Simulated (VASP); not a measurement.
Set up this calculation in VASP 6.6.1, as the native input.

```yaml
Task: single point
Functional: PBEsol
Potentials_or_basis: VASP PAW PBE potentials, release 64 (Al)
Cutoff: 520 eV
k_mesh: 9 × 9 × 3
Occupations: fermi-dirac, width 0.1 eV
Spin: no spin polarisation
Dipole_correction: no
Further_INCAR_settings: ALGO = Normal; EDIFF = 1e-06; NBANDS = 14
```

The structure of Al lies in POSCAR:

```
Al
1.0
    2.8279467444      0.0000000000      0.0000000000
   -1.4139733722      2.4490737212      0.0000000000
    0.0000000000      0.0000000000      9.3658011164
Al
4
Direct
    0.0000000000      0.0000000000      0.0000000000
    0.3333333333      0.6666666667      0.2500000000
    0.0000000000      0.0000000000      0.5000000000
    0.6666666667      0.3333333333      0.7500000000
```

One way to write it, as run:

INCAR

```
SYSTEM = Al
ALGO = Normal ; EDIFF = 1E-6
ENCUT = 520 ; GGA = PS
ISIF = 2 ; ISMEAR = -1
LASPH = .True. ; LCHARG = .False.
LREAL = .False. ; LWAVE = .False.
NBANDS = 14 ; NELM = 80
PREC = Accurate ; SIGMA = 0.1
```

KPOINTS

```
k-points
0
Gamma
  9 9 3
  0 0 0
```

Potentials or basis: VASP PAW PBE potentials, release 64 (Al).

Launch:

```bash
$ cat potpaw_PBE.64/Al/POTCAR > POTCAR
$ mpirun -np 1 vasp_std > vasp.out
```

Results of the run:

- Pressure: 0.1 GPa
- Band gap on the k mesh: zero (band 6 reaches 11.91 eV, above the bottom of band 7 at 6.82 eV)

Caveat: the PAW data sets were made with another functional, which shifts forces and pressure a little.

Wall time 20 s on 1 thread of AMD EPYC 9R45 (Zen 5), with other jobs on the host, peak memory 0.15 GiB.
